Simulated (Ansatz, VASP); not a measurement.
## LiSi2B3 in VASP and in Ansatz

```xyz
6
Lattice="4.8932 0.0000 0.0000 -2.4466 4.2376 0.0000 0.0000 0.0000 3.1825" Properties=species:S:1:pos:R:3 pbc="T T T"
Li    0.0000    0.0000    0.0000
Si    2.4466    1.4125    0.0000
Si    0.0000    2.8251    0.0000
B     1.2233    2.1188    1.5912
B     2.4466    0.0000    1.5912
B    -1.2233    2.1188    1.5912
```

Change from the starting cell: species swapped into the CeB2Ir3 type (P6/mmm, No. 191).

Alike in both runs: functional PBE; k mesh 12 × 12 × 12; occupations gaussian, width 0.1 eV; no spin polarisation.

Ansatz relaxed the structure, and its values are those at the end. VASP's run is a single point on that final structure, the one shown.

|  | VASP | Ansatz |
| --- | --- | --- |
| version | VASP 6.6.1 | Ansatz 0.2.0 |
| potentials or method | VASP PAW PBE potentials, release 64 (Li_sv, Si, B), cutoff 750 eV | scalar-relativistic, plane waves, PAW |
| valence electrons in the cell | 20 | 20 |

```csv
,VASP,Ansatz,Ansatz less VASP
gap on the k mesh at the Fermi level (eV),none,none,-
pressure (GPa),-0.1,0.0,+0.12
```

A gap of «none» marks a metal or a gap that the smearing closes. The functional is the same, so the differences come from potentials, cutoffs and numerics.
